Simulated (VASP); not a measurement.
# Rh in VASP: notebook, part 2 of 2

VASP 6.6.1. The steps go on from the part before.

### 3 Single point, PBE

This run uses another cell than the first one: it holds 1 atom, not 3.

File INCAR:

```
ALGO = Fast
EDIFF = 1E-7
ENCUT = 520
GGA = PE
ISIF = 2
ISMEAR = 0
LASPH = T
LCHARG = F
LREAL = F
LWAVE = F
NBANDS = 14
NELM = 100
PREC = Accurate
SIGMA = 0.1
```

File KPOINTS:

```
k-points
0
Gamma
  21 21 21
```

File POSCAR:

```
Rh
1.0
    1.7927916472      1.0350687401      1.4640644206
   -1.7927916472      1.0350687401      1.4640644206
    0.0000000000     -2.0701374802      1.4640644206
Rh
1
Direct
    0.0000000000      0.0000000000      0.0000000000
```

Potentials or basis: VASP PAW PBE potentials, release 64 (Rh_pv).

Started as:

```
cat potpaw_PBE.64/Rh_pv/POTCAR > POTCAR
mpirun -np 1 vasp_std > vasp.out
```

OUTCAR:

```text
EDIFF = 1E-7
   ENCUT = 520
   GGA = PE
   ISIF = 2
   ISMEAR = 0
   LASPH = T
   LREAL = F
   NELM = 100
   PREC = Accurate

 ion  position               nearest neighbor table
   1  0.000  0.000  0.000-

  LATTYP: Found a trigonal (rhomboedric) cell.
 ALAT       =     2.5355381706
 COS(alpha) =     0.0001166650

  Lattice vectors:

 A1 = (   1.7927916472,   1.0350687401,   1.4640644206)
 A2 = (  -1.7927916472,   1.0350687401,   1.4640644206)
 A3 = (   0.0000000000,  -2.0701374802,   1.4640644206)

Analysis of symmetry for initial positions (statically):
=====================================================================
 Subroutine PRICEL returns:
 Original cell was already a primitive cell.

 Routine SETGRP: Setting up the symmetry group for a
 trigonal (rhombohedral) supercell.

 Subroutine GETGRP returns: Found 12 space group operations
 (whereof 12 operations were pure point group operations)
 out of a pool of 12 trial point group operations.

The static configuration has the point symmetry D_3d.

Analysis of symmetry for dynamics (positions and initial velocities):
=====================================================================
 Subroutine PRICEL returns:
 Original cell was already a primitive cell.

 Routine SETGRP: Setting up the symmetry group for a
 trigonal (rhombohedral) supercell.

 Subroutine GETGRP returns: Found 12 space group operations
 (whereof 12 operations were pure point group operations)
 out of a pool of 12 trial point group operations.

The dynamic configuration has the point symmetry D_3d.

 Subroutine INISYM returns: Found 12 space group operations
 (whereof 12 operations are pure point group operations),
 and found     1 'primitive' translations

----------------------------------------------------------------------------------------

                                     Primitive cell

  volume of cell :      16.3009

  direct lattice vectors                    reciprocal lattice vectors
     1.792791647  1.035068740  1.464064421     0.278894651  0.161019902  0.227676685
    -1.792791647  1.035068740  1.464064421    -0.278894651  0.161019902  0.227676685
     0.000000000 -2.070137480  1.464064421     0.000000000 -0.322039803  0.227676685

  length of vectors
     2.535538171  2.535538171  2.535538171     0.394393595  0.394393595  0.394393595

  position of ions in fractional coordinates (direct lattice)
     0.000000000  0.000000000  0.000000000

  ion indices of the primitive-cell ions
   primitive index   ion index
                 1           1

----------------------------------------------------------------------------------------

 KPOINTS: k-points

Automatic generation of k-mesh.
 Grid dimensions read from file:
 generate k-points for:   21   21   21

 Generating k-lattice:

  Cartesian coordinates                     Fractional coordinates (reciprocal lattice)
     0.013280698  0.007667614  0.010841747     0.047619048 -0.000000000 -0.000000000
    -0.013280698  0.007667614  0.010841747    -0.000000000  0.047619048 -0.000000000
     0.000000000 -0.015335229  0.010841747    -0.000000000 -0.000000000  0.047619048

  Length of vectors
     0.018780647  0.018780647  0.018780647

  Shift w.r.t. Gamma in fractional coordinates (k-lattice)
     0.000000000  0.000000000  0.000000000

 Subroutine IBZKPT returns following result:
 ===========================================

 Found    891 irreducible k-points:

 Following reciprocal coordinates:
            Coordinates               Weight
  0.000000  0.000000  0.000000      1.000000
  0.047619  0.000000  0.000000      6.000000
  0.095238  0.000000  0.000000      6.000000
  0.142857  0.000000 -0.000000      6.000000
  0.190476  0.000000  0.000000      6.000000
  0.238095  0.000000 -0.000000      6.000000
[... 16 lines left out ...]
 -0.428571  0.047619  0.000000     12.000000
 -0.380952  0.047619  0.000000     12.000000
 [... further k-points ...]
   k-points           NKPTS =    891   k-points in BZ     NKDIM =    891   number of bands    NBANDS=     14
   number of dos      NEDOS =    301   number of ions     NIONS =      1
   total plane-waves  NPLWV =   8000
   dimension x,y,z NGX =    20 NGY =   20 NGZ =   20
   dimension x,y,z NGXF=    40 NGYF=   40 NGZF=   40
   ions per type =               1
   NGX,Y,Z   is equivalent  to a cutoff of  13.11, 13.11, 13.11 a.u.
   NGXF,Y,Z  is equivalent  to a cutoff of  26.23, 26.23, 26.23 a.u.
 SYSTEM =  unknown system
   PREC   = accura    normal or accurate (medium, high low for compatibility)
   ISTART =      0    job   : 0-new  1-cont  2-samecut
   ICHARG =      2    charge: 1-file 2-atom 10-const
   ISPIN  =      1    spin polarized calculation?
   LNONCOLLINEAR =      F non collinear calculations
   LSORBIT =      F    spin-orbit coupling
   LASPH  =      T    aspherical Exc in radial PAW
   ENCUT  =  520.0 eV  38.22 Ry    6.18 a.u.   4.71  4.71  4.71*2*pi/ulx,y,z
   NELM   =    100;   NELMIN=  2; NELMDL= -5     # of ELM steps
   EDIFF  = 0.1E-06   stopping-criterion for ELM
   LREAL  =      F    real-space projection
   EDIFFG = 0.1E-05   stopping-criterion for IOM
   NSW    =      0    number of steps for IOM
   IBRION =     -1    ionic relax: 0-MD 1-quasi-New 2-CG
   NFREE  =      0    steps in history (QN), initial steepest desc. (CG)
   ISIF   =      2    stress and relaxation
   ISYM   =      2    0-nonsym 1-usesym 2-fastsym
   POTIM  = 0.5000    time-step for ionic-motion
   TEBEG  =    0.0;   TEEND  =   0.0 temperature during run
   PSTRESS=    0.0 pullay stress
   NELECT =      15.0000    total number of electrons
   NUPDOWN=      -1.0000    fix difference up-down
   EMIN   =  10.00;   EMAX   =-10.00  energy-range for DOS
   EFERMI =   0.00;   METHOD = LEGACY
   ISMEAR =     0;   SIGMA  =   0.10  broadening in eV -4-tet -1-fermi 0-gaus
   EFERMI_NEDOS =   21; number of points for ismear=-14 and -15
   IALGO  =     68    algorithm
   IMIX   =      4    mixing-type and parameters
     AMIX     =   0.40;   BMIX     =  1.00
     AMIX_MAG =   1.60;   BMIX_MAG =  1.00
  volume/ion in A,a.u.               =      16.30       110.00
  Fermi-wavevector in a.u.,A,eV,Ry     =   1.592337  3.009081 34.498095  2.535538
  Thomas-Fermi vector in A             =   2.690738
   LORBIT       =      0    0 simple, 1 ext, 2 COOP (PROOUT), +10 PAW based schemes
   GGA     = PE    functional components
   LHFCALC =     F    Hartree Fock is set to
   AEXX    =    0.0000 exact exchange contribution
   IVDW    =     0    specifies the selected vdW correction
   LEPSILON=     F    determine dielectric tensor
   LRPA    =     F    only Hartree local field effects (RPA)
 non-spin polarized calculation
 RMM-DIIS sequential band-by-band and
 Gauss-broadening in eV      SIGMA  =   0.10
  energy-cutoff  :      520.00
  volume of cell :       16.30
 maximum number of plane-waves:       461
   NGX =  9   NGY =  9   NGZ =  9

 number of electron      15.0000000 magnetization

 Free energy of the ion-electron system (eV)
  ---------------------------------------------------
  ext. energy  EPLUGINS =         0.00000000
  ---------------------------------------------------
  free energy    TOTEN  =        -6.47005471 eV

  energy without entropy =       -6.46097457  energy(sigma->0) =       -6.46551464

 E-fermi :   9.1895     XC(G=0): -12.8038

 val. band max:        9.1836124192   @ k =   0.4286   0.2381   0.0000
 cond. band min:       9.1926359287   @ k =   0.1905   0.0000   0.0000
 fundamental gap:      0.0090235095
 Fermi energy:         9.1894662195

 k-point     1 :       0.0000    0.0000    0.0000
  band No.  band energies     occupation
      1     -36.8074      2.00000
      2     -36.8074      2.00000
      3     -36.8074      2.00000
      4       2.4693      2.00000
      5       4.1280      2.00000
      6       4.1280      2.00000
      7       9.9424      0.00000
      8       9.9424      0.00000
      9       9.9426      0.00000
     10      25.9969      0.00000
     11      25.9989      0.00000
     12      25.9989      0.00000
     13      30.4094      0.00000
     14      33.3307      0.00000
[... 375 lines left out ...]
 k-point    24 :      -0.3810    0.0476    0.0000
  band No.  band energies     occupation
      1     -37.4139      2.00000
      2     -36.7706      2.00000
      3     -36.7538      2.00000
      4       4.6318      2.00000
      5       4.7269      2.00000
      6       7.5695      2.00000
      7       8.1010      2.00000
      8       8.5892      2.00000
      9      10.0655      0.00000
     10      16.6914      0.00000
     11      27.2703      0.00000
     12      30.1358      0.00000
     13      31.2347      0.00000
     14      32.0207      0.00000

 [... further k-points ...]
[... 5 lines left out ...]
  --------------------------------------------------------------------------------------
  -------------------------------------------------------------------------------------
  Total        0.0011190      0.0011190      0.0005686      0.0000000      0.0000000      0.0000000
  in kB        0.1099889      0.1099889      0.0558850      0.0000000      0.0000000      0.0000000
  external PRESSURE =       0.0919543 kB  Pullay stress =       0.0000000 kB

 VOLUME and BASIS-vectors are now :
 -----------------------------------------------------------------------------
  energy-cutoff  :      520.00
  volume of cell :       16.30
      direct lattice vectors                 reciprocal lattice vectors
     1.792791647  1.035068740  1.464064421     0.278894651  0.161019902  0.227676685
    -1.792791647  1.035068740  1.464064421    -0.278894651  0.161019902  0.227676685
     0.000000000 -2.070137480  1.464064421     0.000000000 -0.322039803  0.227676685

 POSITION                                       TOTAL-FORCE (eV/Angst)
 -----------------------------------------------------------------------------------
      0.00000      0.00000      0.00000         0.000000      0.000000     -0.000000
 -----------------------------------------------------------------------------------
    total drift:                               -0.000000      0.000000     -0.000000

  FREE ENERGIE OF THE ION-ELECTRON SYSTEM (eV)
  ---------------------------------------------------
  free  energy   TOTEN  =        -6.4700547101 eV

  energy  without entropy=       -6.4609745714  energy(sigma->0) =       -6.46551464
```

stdout:

```text
POSCAR found type information on POSCAR Rh
 POSCAR found :  1 types and       1 ions
 scaLAPACK will be used
 LDA part: xc-table for (Slater+PW92), standard interpolation
 POSCAR, INCAR and KPOINTS ok, starting setup
 FFT: planning ... GRIDC
 FFT: planning ... GRID_SOFT
 FFT: planning ... GRID
 WAVECAR not read
 entering main loop
WARNING in EDDRMM: call to ZHEGV failed, returncode =   8  4     13
WARNING in EDDRMM: call to ZHEGV failed, returncode =   8  4     13
WARNING in EDDRMM: call to ZHEGV failed, returncode =   6  3     13
WARNING in EDDRMM: call to ZHEGV failed, returncode =   8  4     13
WARNING in EDDRMM: call to ZHEGV failed, returncode =   6  3     13
WARNING in EDDRMM: call to ZHEGV failed, returncode =   8  4     14
WARNING in EDDRMM: call to ZHEGV failed, returncode =   6  3     14
WARNING in EDDRMM: call to ZHEGV failed, returncode =   8  4     14
```

Wall time 4.5 min (1 thread of AMD EPYC 7R13, shared host); peak memory 0.25 GiB.

What came out:

| Quantity | Value |
| --- | --- |
| Free energy | -6.4701 eV |
| Pressure | 0.0 GPa |

### 4 Relaxation of cell and atoms, PBE

This run uses another cell than the first one: it holds 1 atom, not 3.

File INCAR:

```
SYSTEM = Rh
ALGO = Fast
EDIFF = 1E-6
EDIFFG = -0.01
ENCUT = 600
GGA = PE
IBRION = 2
ISIF = 3
ISMEAR = 0
LASPH = .True.
LCHARG = .False.
LREAL = .False.
LWAVE = .False.
NELM = 80
NSW = 100
PREC = Accurate
SIGMA = 0.1
```

File KPOINTS:

```
k-points
0
Gamma
  21 21 21
  0 0 0
```

File POSCAR:

```
Rh
1.0
    1.8145630789      1.0476384821      1.4277431232
   -1.8145630789      1.0476384821      1.4277431232
    0.0000000000     -2.0952769641      1.4277431232
Rh
1
Direct
    0.0000000000      0.0000000000      0.0000000000
```

Potentials or basis: VASP PAW PBE potentials, release 64 (Rh_pv).

Started as:

```
cat potpaw_PBE.64/Rh_pv/POTCAR > POTCAR
mpirun -np 1 vasp_std > vasp.out
```

OUTCAR:

```text
SYSTEM = Rh
   EDIFF = 1E-6
   EDIFFG = -0.01
   ENCUT = 600
   GGA = PE
   IBRION = 2
   ISIF = 3
   ISMEAR = 0
   LASPH = .True.
   LREAL = .False.
   NELM = 80
   NSW = 100
   PREC = Accurate

 ion  position               nearest neighbor table
   1  0.000  0.000  0.000-

  LATTYP: Found a trigonal (rhomboedric) cell.
 ALAT       =     2.5354754943
 COS(alpha) =    -0.0243663435

  Lattice vectors:

 A1 = (   1.8145630789,   1.0476384821,   1.4277431232)
 A2 = (  -1.8145630789,   1.0476384821,   1.4277431232)
 A3 = (   0.0000000000,  -2.0952769641,   1.4277431232)

Analysis of symmetry for initial positions (statically):
=====================================================================
 Subroutine PRICEL returns:
 Original cell was already a primitive cell.

 Routine SETGRP: Setting up the symmetry group for a
 trigonal (rhombohedral) supercell.

 Subroutine GETGRP returns: Found 12 space group operations
 (whereof 12 operations were pure point group operations)
 out of a pool of 12 trial point group operations.

The static configuration has the point symmetry D_3d.

[... 168 lines left out ...]
  Total       -0.0373913     -0.0373913      0.0688232      0.0000000      0.0000000      0.0000000
  in kB       -3.6787190     -3.6787190      6.7711255      0.0000000      0.0000000      0.0000000
  external PRESSURE =      -0.1954375 kB  Pullay stress =       0.0000000 kB
[... 197 lines left out ...]
--------------------------------------- Ionic step        7  -------------------------------------------

 number of electron      15.0000000 magnetization

 Free energy of the ion-electron system (eV)
  ---------------------------------------------------
  ext. energy  EPLUGINS =         0.00000000
  ---------------------------------------------------
  free energy    TOTEN  =        -6.46985478 eV

  energy without entropy =       -6.46078714  energy(sigma->0) =       -6.46532096

 E-fermi :   9.2016     XC(G=0): -12.8087

 val. band max:        9.1957979925   @ k =   0.4286   0.2381  -0.0000
 cond. band min:       9.2045037608   @ k =   0.1905   0.0000   0.0000
 fundamental gap:      0.0087057683
 Fermi energy:         9.2015918285

 k-point     1 :       0.0000    0.0000    0.0000
  band No.  band energies     occupation
      1     -36.7967      2.00000
      2     -36.7967      2.00000
      3     -36.7964      2.00000
      4       2.4765      2.00000
      5       4.1344      2.00000
      6       4.1344      2.00000
      7       9.9554      0.00000
      8       9.9554      0.00000
      9       9.9561      0.00000
     10      26.0187      0.00000
     11      26.0187      0.00000
[... 309 lines left out ...]
 k-point    24 :      -0.3810    0.0476    0.0000
  band No.  band energies     occupation
      1     -37.4047      2.00000
      2     -36.7597      2.00000
      3     -36.7428      2.00000
      4       4.6397      2.00000
      5       4.7342      2.00000
      6       7.5799      2.00000
      7       8.1116      2.00000
      8       8.6000      2.00000
      9      10.0789      0.00000
     10      16.7087      0.00000
     11      27.2844      0.00000

 [... further k-points ...]
[... 5 lines left out ...]
  --------------------------------------------------------------------------------------
  -------------------------------------------------------------------------------------
  Total        0.0094254      0.0094254      0.0073150      0.0000000      0.0000000      0.0000000
  in kB        0.9271451      0.9271451      0.7195569      0.0000000      0.0000000      0.0000000
  external PRESSURE =       0.8579490 kB  Pullay stress =       0.0000000 kB
[... 16 lines left out ...]
  FREE ENERGIE OF THE ION-ELECTRON SYSTEM (eV)
  ---------------------------------------------------
  free  energy   TOTEN  =        -6.4698547754 eV

  energy  without entropy=       -6.4607871359  energy(sigma->0) =       -6.46532096

 reached required accuracy - stopping structural energy minimisation
```

OSZICAR:

```text
N       E                     dE             d eps       ncg     rms          rms(c)
DAV:   1     0.126989595208E+03    0.12699E+03   -0.10158E+04 19638   0.157E+03
DAV:   2    -0.500173893462E+01   -0.13199E+03   -0.12596E+03 20276   0.402E+02
DAV:   3    -0.673835344442E+01   -0.17366E+01   -0.17193E+01 22185   0.526E+01
[... 57 lines left out ...]
RMM:   2    -0.646990561469E+01    0.37155E-02   -0.91289E-03 19602   0.119E+00    0.957E-02
RMM:   3    -0.646984714188E+01    0.58473E-04   -0.36566E-04 19602   0.230E-01    0.461E-02
RMM:   4    -0.646985006418E+01   -0.29223E-05   -0.57365E-05 19603   0.921E-02    0.136E-02
RMM:   5    -0.646985492299E+01   -0.48588E-05   -0.13302E-05 20731   0.418E-02    0.252E-03
RMM:   6    -0.646985477543E+01    0.14756E-06   -0.20025E-06 12844   0.182E-02
   7 F= -.64698548E+01 E0= -.64653210E+01  d E =-.765648E-04
```

It took 11 min on 1 thread of AMD EPYC 7R13, shared host; peak memory 0.28 GiB.

Results:

* Free energy: -6.4699 eV
* Relaxed volume: 16.29 Å³/atom
* Relaxed cell: a = 2.535 Å, b = 2.535 Å, c = 2.535 Å, α = 89.98°, β = 89.98°, γ = 89.98°
* Space group after relaxing (to 0.05 Å): Pm-3m (No. 221)
* Energy gained by relaxing: 1.2 meV/atom
* Ionic steps: 7
* Pressure after relaxing: 0.1 GPa

The path:
```csv
step,energy change (eV),largest force (eV/Å),pressure (GPa),volume (Å³)
1,0.0000,0.0000,-0.02,16.28
2,-0.0002,0.0000,0.13,16.28
3,-0.0009,0.0000,0.29,16.26
4,-0.0008,0.0000,0.84,16.22
5,-0.0011,0.0000,0.57,16.25
6,-0.0011,0.0000,-0.42,16.34
7,-0.0012,0.0000,0.09,16.29
```

Final structure:
```
Rh
1.0
     1.79210    1.03467    1.46402
    -1.79210    1.03467    1.46402
     0.00000   -2.06934    1.46402
Rh
1
Direct
  0.00000 0.00000 0.00000
```

Levels at points of the mesh, in eV from the Fermi level:
```csv
k point,band 5,band 6,band 7,band 8,band 9,band 10,band 11
"(0.00, 0.00, 0.00)",-5.07,-5.07,0.75,0.75,0.75,16.82,16.82
```

### 5 Summary

```tsv
task	cell	k mesh	cutoff (eV)	gap on the mesh (eV)	pressure (GPa)
single point	a = 3.629, b = 3.629, c = 4.283 Å, angles 90.0, 90.0, 120.0°, 3 atoms	6 × 6 × 4	520	none	0.1
single point	a = 2.536 Å, 1 atom	21 × 21 × 21	520	none	0.0
relaxation of cell and atoms	relaxed from a = 2.535 Å, angles 91.4°, 1 atom	21 × 21 × 21	600	none	0.1
```

Alike in all rows: level PBE; potentials or basis VASP PAW PBE potentials, release 64 (Rh_pv); no spin polarisation; smearing gaussian 0.1 eV.

Caveats: some runs use coarse meshes.

Total energies depend on the potentials used, so only differences within one code and one set of settings carry meaning.
